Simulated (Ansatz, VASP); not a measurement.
# Mg3CdTe4: VASP beside Ansatz

```xyz
8
Lattice="4.6125 0.0000 0.0000 -2.3063 3.9946 0.0000 0.0000 0.0000 15.0258" Properties=species:S:1:pos:R:3 pbc="T T T"
Mg    0.0000    2.6630   -0.0092
Mg    2.3063    1.3315    3.7135
Mg    2.3063    1.3315   11.2857
Cd    0.0000    2.6630    7.5329
Te    0.0000    2.6630    2.8067
Te    0.0000    2.6630   10.3848
Te    2.3063    1.3315    6.5280
Te    2.3063    1.3315   14.1041
```

Alike in both runs: functional PBE; k mesh 6 × 6 × 2; occupations gaussian, width 0.1 eV; no spin polarisation.

Ansatz relaxed the structure, and its values are those at the end. VASP's run is a single point on that final structure, the one shown.

|  | VASP | Ansatz |
| --- | --- | --- |
| version | VASP 6.6.1 | Ansatz 0.2.0 |
| potentials or method | VASP PAW PBE potentials, release 64 (Mg, Cd, Te), cutoff 520 eV | scalar-relativistic, plane waves, PAW |
| valence electrons in the cell | 42 | 114 |

```csv
,VASP,Ansatz,Ansatz less VASP
gap on the k mesh at the Fermi level (eV),1.62,1.62,+0.005
least direct gap on the mesh (eV),1.62,1.62,+0.005
pressure (GPa),0.3,0.3,-0.02
rms of the force components (eV/Å),0.009,0.008,-0.0018
```

With one functional, cell and mesh, what is left measures potentials, basis and numerics. VASP's potentials hold 42 valence electrons a cell and Ansatz's 114, so a difference there can come from the potentials and not from the codes.

Spin-orbit coupling is off throughout.
